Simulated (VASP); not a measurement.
# BAs (l.bA) (F-43m) in VASP: notebook

BAs (l.bA) is run at these levels: LDA; tasks: single point, relaxation of cell and atoms.

Program: VASP 6.6.1. These are calculated values, not measurements. Logs are shortened: lines on timing, memory, paths and dates and some standing lists are left out, and cuts for length are marked.

**1. The cell of the first run**

The structure is cubic, space group F-43m (No. 216). The conventional cell has a = 4.770 Å, b = 4.770 Å, c = 4.770 Å, α = 90.00°, β = 90.00°, γ = 90.00°. Within 2.7 Å of B (site symmetry -43m) lie 4 As at 2.07 Å. As (site symmetry -43m) has 4 B at 2.07 Å within 2.7 Å.

**2. Single point, LDA**

INCAR reads:

```
SYSTEM = BAs
PREC     = Accurate       ! precision mode
ENCUT    = 500            ! plane-wave cutoff, eV
EDIFF    = 1E-6           ! SCF threshold, eV
ISMEAR   = 0              ! smearing method
SIGMA    = 0.1            ! smearing width, eV
LREAL    = .False.        ! projectors in reciprocal space
LASPH    = .True.         ! aspherical terms in the spheres
NELM     = 120            ! most SCF steps
ALGO     = Normal         ! electronic algorithm
ISIF     = 2              ! what is computed and relaxed
LWAVE    = .False.        ! write WAVECAR
LCHARG   = .True.         ! write CHGCAR
LELF     = .True.         ! ELF
LVHAR    = .True.       
NBANDS   = 11             ! bands
GGA_COMPAT= .False.
```

KPOINTS reads:

```
Automatic mesh
0
Gamma
  6 6 6
  0 0 0
```

POSCAR reads:

```
BAs
1.0
    0.0000000000      2.3850000000      2.3850000000
    2.3850000000      0.0000000000      2.3850000000
    2.3850000000      2.3850000000      0.0000000000
B As
1 1
Direct
    0.0000000000      0.0000000000      0.0000000000
    0.2500000000      0.2500000000      0.2500000000
```

Potentials or basis: VASP PAW LDA potentials, release 64 (B, As).

Run with:

```console
$ cat potpaw_LDA.64/B/POTCAR potpaw_LDA.64/As/POTCAR > POTCAR
$ mpirun -np 1 vasp_std > vasp.out
```

OUTCAR:

```text
SYSTEM = BAs
   PREC = Accurate
   ENCUT = 500
   EDIFF = 1E-6
   ISMEAR = 0
   LREAL = .False.
   LASPH = .True.
   NELM = 120
   ISIF = 2

 ion  position               nearest neighbor table
   1  0.000  0.000  0.000-   2 2.07   2 2.07   2 2.07   2 2.07
   2  0.250  0.250  0.250-   1 2.07   1 2.07   1 2.07   1 2.07

  LATTYP: Found a face centered cubic cell.
 ALAT       =     4.7700000000

  Lattice vectors:

 A1 = (   0.0000000000,   2.3850000000,   2.3850000000)
 A2 = (   2.3850000000,   0.0000000000,   2.3850000000)
 A3 = (   2.3850000000,   2.3850000000,   0.0000000000)

Analysis of symmetry for initial positions (statically):
=====================================================================
 Subroutine PRICEL returns:
 Original cell was already a primitive cell.

 Routine SETGRP: Setting up the symmetry group for a
 face centered cubic supercell.

 Subroutine GETGRP returns: Found 24 space group operations
 (whereof 24 operations were pure point group operations)
 out of a pool of 48 trial point group operations.

The static configuration has the point symmetry T_d .

Analysis of symmetry for dynamics (positions and initial velocities):
=====================================================================
 Subroutine PRICEL returns:
 Original cell was already a primitive cell.

 Routine SETGRP: Setting up the symmetry group for a
 face centered cubic supercell.

 Subroutine GETGRP returns: Found 24 space group operations
 (whereof 24 operations were pure point group operations)
 out of a pool of 48 trial point group operations.

The dynamic configuration has the point symmetry T_d .

 Subroutine INISYM returns: Found 24 space group operations
 (whereof 24 operations are pure point group operations),
 and found     1 'primitive' translations

----------------------------------------------------------------------------------------

                                     Primitive cell

  volume of cell :      27.1328

  direct lattice vectors                    reciprocal lattice vectors
     0.000000000  2.385000000  2.385000000    -0.209643606  0.209643606  0.209643606
     2.385000000  0.000000000  2.385000000     0.209643606 -0.209643606  0.209643606
     2.385000000  2.385000000  0.000000000     0.209643606  0.209643606 -0.209643606

  length of vectors
     3.372899346  3.372899346  3.372899346     0.363113377  0.363113377  0.363113377

  position of ions in fractional coordinates (direct lattice)
     0.000000000  0.000000000  0.000000000
     0.250000000  0.250000000  0.250000000

  ion indices of the primitive-cell ions
   primitive index   ion index
                 1           1
                 2           2

----------------------------------------------------------------------------------------

 KPOINTS: Automatic mesh

Automatic generation of k-mesh.
 Grid dimensions read from file:
 generate k-points for:    6    6    6

 Generating k-lattice:

  Cartesian coordinates                     Fractional coordinates (reciprocal lattice)
    -0.034940601  0.034940601  0.034940601     0.166666667  0.000000000  0.000000000
     0.034940601 -0.034940601  0.034940601     0.000000000  0.166666667  0.000000000
     0.034940601  0.034940601 -0.034940601     0.000000000  0.000000000  0.166666667

  Length of vectors
     0.060518896  0.060518896  0.060518896

  Shift w.r.t. Gamma in fractional coordinates (k-lattice)
     0.000000000  0.000000000  0.000000000

 Subroutine IBZKPT returns following result:
 ===========================================

 Found     16 irreducible k-points:

 Following reciprocal coordinates:
            Coordinates               Weight
  0.000000  0.000000  0.000000      1.000000
  0.166667  0.000000  0.000000      8.000000
  0.333333  0.000000  0.000000      8.000000
  0.500000  0.000000  0.000000      4.000000
  0.166667  0.166667  0.000000      6.000000
  0.333333  0.166667  0.000000     24.000000
[... 8 lines left out ...]
 -0.333333  0.333333  0.166667     24.000000
 -0.333333  0.500000  0.166667     12.000000
   k-points           NKPTS =     16   k-points in BZ     NKDIM =     16   number of bands    NBANDS=     11
   number of dos      NEDOS =    301   number of ions     NIONS =      2
   total plane-waves  NPLWV =  21952
   dimension x,y,z NGX =    28 NGY =   28 NGZ =   28
   dimension x,y,z NGXF=    56 NGYF=   56 NGZF=   56
   ions per type =               1   1
   NGX,Y,Z   is equivalent  to a cutoff of  13.80, 13.80, 13.80 a.u.
   NGXF,Y,Z  is equivalent  to a cutoff of  27.60, 27.60, 27.60 a.u.
 SYSTEM =  BAs
   PREC   = accura    normal or accurate (medium, high low for compatibility)
   ISTART =      0    job   : 0-new  1-cont  2-samecut
   ICHARG =      2    charge: 1-file 2-atom 10-const
   ISPIN  =      1    spin polarized calculation?
   LNONCOLLINEAR =      F non collinear calculations
   LSORBIT =      F    spin-orbit coupling
   LASPH  =      T    aspherical Exc in radial PAW
   ENCUT  =  500.0 eV  36.75 Ry    6.06 a.u.   6.15  6.15  6.15*2*pi/ulx,y,z
   NELM   =    120;   NELMIN=  2; NELMDL= -5     # of ELM steps
   EDIFF  = 0.1E-05   stopping-criterion for ELM
   LREAL  =      F    real-space projection
[... 7 lines left out ...]
   TEBEG  =    0.0;   TEEND  =   0.0 temperature during run
   PSTRESS=    0.0 pullay stress
   NELECT =       8.0000    total number of electrons
   NUPDOWN=      -1.0000    fix difference up-down
   EMIN   =  10.00;   EMAX   =-10.00  energy-range for DOS
   EFERMI =   0.00;   METHOD = LEGACY
   ISMEAR =     0;   SIGMA  =   0.10  broadening in eV -4-tet -1-fermi 0-gaus
   EFERMI_NEDOS =   21; number of points for ismear=-14 and -15
   IALGO  =     38    algorithm
   IMIX   =      4    mixing-type and parameters
     AMIX     =   0.40;   BMIX     =  1.00
     AMIX_MAG =   1.60;   BMIX_MAG =  1.00
  volume/ion in A,a.u.               =      13.57        91.55
  Fermi-wavevector in a.u.,A,eV,Ry     =   1.089615  2.059074 16.153667  1.187261
  Thomas-Fermi vector in A             =   2.225822
   LORBIT       =      0    0 simple, 1 ext, 2 COOP (PROOUT), +10 PAW based schemes
   GGA     = CA    functional components
   LHFCALC =     F    Hartree Fock is set to
   AEXX    =    0.0000 exact exchange contribution
   IVDW    =     0    specifies the selected vdW correction
   LEPSILON=     F    determine dielectric tensor
   LRPA    =     F    only Hartree local field effects (RPA)
 non-spin polarized calculation
 Gauss-broadening in eV      SIGMA  =   0.10
  energy-cutoff  :      500.00
  volume of cell :       27.13
 maximum number of plane-waves:       701
 NGX is ok and might be reduce to    28
   NGX = 13   NGY = 13   NGZ = 13

 number of electron       8.0000000 magnetization

 Free energy of the ion-electron system (eV)
  ---------------------------------------------------
  ext. energy  EPLUGINS =         0.00000000
  ---------------------------------------------------
  free energy    TOTEN  =       -12.90377218 eV

  energy without entropy =      -12.90377218  energy(sigma->0) =      -12.90377218

 E-fermi :   6.6810     XC(G=0): -10.8004

 val. band max:        6.2128825869   @ k =   0.0000   0.0000   0.0000
 cond. band min:       7.4306821785   @ k =   0.3333   0.3333   0.0000
 fundamental gap:      1.2177995915
 Fermi energy:         6.6809522119

 k-point     1 :       0.0000    0.0000    0.0000
  band No.  band energies     occupation
      1      -9.2060      2.00000
      2       6.2129      2.00000
      3       6.2129      2.00000
      4       6.2129      2.00000
      5       9.4650      0.00000
      6       9.4650      0.00000
      7       9.4650      0.00000
      8      10.9615      0.00000
      9      15.5864      0.00000
     10      19.2598      0.00000
     11      19.2598      0.00000

 k-point     2 :       0.1667    0.0000    0.0000
  band No.  band energies     occupation
      1      -8.7526      2.00000
      2       3.2592      2.00000
      3       5.5285      2.00000
      4       5.5285      2.00000
      5       9.5054      0.00000
      6      10.3521      0.00000
      7      10.3521      0.00000
      8      12.8609      0.00000
      9      17.0175      0.00000
     10      17.5160      0.00000
     11      17.5160      0.00000

 k-point     3 :       0.3333    0.0000    0.0000
  band No.  band energies     occupation
      1      -7.4855      2.00000
      2      -0.5285      2.00000
      3       4.6932      2.00000
      4       4.6932      2.00000
      5       9.0909      0.00000
      6      11.0137      0.00000
      7      11.0137      0.00000
      8      14.7687      0.00000
      9      17.5481      0.00000
     10      18.2346      0.00000
     11      18.2346      0.00000

 k-point     4 :       0.5000    0.0000    0.0000
  band No.  band energies     occupation
      1      -6.3328      2.00000
      2      -2.5775      2.00000
      3       4.3876      2.00000
      4       4.3876      2.00000
      5       8.9286      0.00000
      6      10.9641      0.00000
      7      10.9641      0.00000
      8      14.9102      0.00000
      9      18.7174      0.00000
     10      20.7311      0.00000
     11      20.7311      0.00000
[... 127 lines left out ...]
 k-point    14 :       0.5000    0.3333    0.1667
  band No.  band energies     occupation
      1      -6.4080      2.00000
      2      -0.5004      2.00000
      3       1.3124      2.00000
      4       2.9787      2.00000
      5       9.9422      0.00000
      6      11.3438      0.00000
      7      12.0547      0.00000
      8      15.2075      0.00000
      9      17.5576      0.00000
     10      19.9044      0.00000
     11      22.1723      0.00000

 k-point    15 :      -0.3333    0.3333    0.1667
  band No.  band energies     occupation
      1      -5.3897      2.00000
      2      -1.7840      2.00000
      3       0.7737      2.00000
      4       2.3217      2.00000
      5      10.4816      0.00000
      6      11.4238      0.00000
      7      13.6002      0.00000
      8      15.0732      0.00000
      9      16.3810      0.00000
     10      20.6093      0.00000
     11      22.3803      0.00000

 k-point    16 :      -0.3333    0.5000    0.1667
  band No.  band energies     occupation
      1      -4.9253      2.00000
      2      -1.8996      2.00000
      3       1.0224      2.00000
      4       1.2144      2.00000
      5       9.9506      0.00000
      6      10.1202      0.00000
      7      14.8372      0.00000
      8      15.0188      0.00000
      9      18.3959      0.00000
     10      21.8012      0.00000
     11      21.9829      0.00000

------------------------ aborting loop because EDIFF is reached ----------------------------------------

  FORCE on cell =-STRESS in cart. coord.  units (eV):
  Direction    XX          YY          ZZ          XY          YZ          ZX
  --------------------------------------------------------------------------------------
  -------------------------------------------------------------------------------------
  Total       -0.4151375     -0.4151375     -0.4151375     -0.0000000     -0.0000000      0.0000000
  in kB      -24.5136198    -24.5136198    -24.5136198     -0.0000000     -0.0000000      0.0000000
  external PRESSURE =     -24.5136198 kB  Pullay stress =       0.0000000 kB

 VOLUME and BASIS-vectors are now :
 -----------------------------------------------------------------------------
  energy-cutoff  :      500.00
  volume of cell :       27.13
      direct lattice vectors                 reciprocal lattice vectors
     0.000000000  2.385000000  2.385000000    -0.209643606  0.209643606  0.209643606
     2.385000000  0.000000000  2.385000000     0.209643606 -0.209643606  0.209643606
     2.385000000  2.385000000  0.000000000     0.209643606  0.209643606 -0.209643606

 POSITION                                       TOTAL-FORCE (eV/Angst)
 -----------------------------------------------------------------------------------
      0.00000      0.00000      0.00000        -0.000000     -0.000000     -0.000000
      1.19250      1.19250      1.19250         0.000000      0.000000      0.000000
 -----------------------------------------------------------------------------------
    total drift:                               -0.000000     -0.000000     -0.000000

  FREE ENERGIE OF THE ION-ELECTRON SYSTEM (eV)
  ---------------------------------------------------
  free  energy   TOTEN  =       -12.9037721772 eV

  energy  without entropy=      -12.9037721772  energy(sigma->0) =      -12.90377218
```

It took 9 s on 1 thread of Intel Xeon 8259CL, shared host; peak memory 0.14 GiB.

Results:

```yaml
Free_energy: -12.9038 eV
Pressure: -2.5 GPa
Band_gap_on_the_k_mesh: 1.22 eV, indirect (least direct gap 3.25 eV)
```

Levels at points of the mesh, in eV from the valence-band top:
| k point | band 1 | band 2 | band 3 | band 4 | band 5 | band 6 | band 7 | band 8 | band 9 |
| --- | --- | --- | --- | --- | --- | --- | --- | --- | --- |
| (0.00, 0.00, 0.00) | -15.42 | 0.00 | 0.00 | 0.00 | 3.25 | 3.25 | 3.25 | 4.75 | 9.37 |
| (0.50, 0.00, 0.00) | -12.55 | -8.79 | -1.83 | -1.83 | 2.72 | 4.75 | 4.75 | 8.70 | 12.50 |
| (0.50, 0.50, 0.00) | -11.26 | -8.45 | -4.10 | -4.10 | 1.33 | 1.40 | 11.27 | 11.27 | 12.68 |

A k mesh can miss the band edges. A hybrid or GW would open this gap; LDA tends to underestimate it.

(Continued in part 2 of 2.)
